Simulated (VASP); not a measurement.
## Sb: single point with RPBE

Crystal: Sb.

```xyz
1
Lattice="-1.9100 1.9100 1.9100 1.9100 -1.9100 1.9100 1.9100 1.9100 -1.9100" Properties=species:S:1:pos:R:3 pbc="T T T"
Sb    0.0000    0.0000    0.0000
```

```json
{
 "Program": "VASP 6.6.1",
 "Task": "single point",
 "Functional": "RPBE",
 "Potentials or basis": "VASP PAW PBE potentials, release 64 (Sb)",
 "Cutoff": "520 eV",
 "k mesh": "13 × 13 × 13",
 "Occupations": "fermi-dirac, width 0.1 eV",
 "Spin": "no spin polarisation"
}
```

```yaml
Pressure: -0.3 GPa
```

Levels at points of the mesh, in eV from the Fermi level:
```tsv
k point	band 1	band 2	band 3	band 4	band 5	band 6	band 7
(0.00, 0.00, 0.00)	-12.52	5.30	5.30	5.30	10.42	10.42	10.42
```

It took 9 s on 1 thread of Intel(R) Xeon(R) 6975P-C (Granite Rapids), on a shared host, peak memory 0.16 GiB.

Caveat: the PAW data sets were made with another functional, which shifts forces and pressure a little; spin-orbit coupling is left out, which moves the levels of the heavy elements.
